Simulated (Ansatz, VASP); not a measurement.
## Os in VASP and in Ansatz

```
Os
1.0
     2.73901    0.00000    0.00000
    -1.36951    2.37205    0.00000
     0.00000    0.00000    4.31624
Os
2
Direct
  0.33333 0.66667 0.25000
  0.66667 0.33333 0.75000
```

Alike in both runs: functional r2SCAN; k mesh 14 × 14 × 8; occupations fermi-dirac, width 0.1 eV; no spin polarisation.

Ansatz relaxed the structure, and its values are those at the end. VASP's run is a single point on that final structure, the one shown.

```csv
,VASP,Ansatz
version,VASP 6.6.1,Ansatz 0.2.0
potentials or method,"VASP PAW PBE potentials, release 64 (Os_sv_GW)","PAW with Ansatz's default frozen-core files, scalar-relativistic"
plane-wave cutoff (eV),620,500
valence electrons in the cell,32,32
```

```csv
,VASP,Ansatz,Ansatz less VASP
pressure (GPa),-0.8,0.0,+0.76
```

VASP's potentials were made for PBE, not for r2SCAN.

Neither program's run includes spin-orbit coupling.
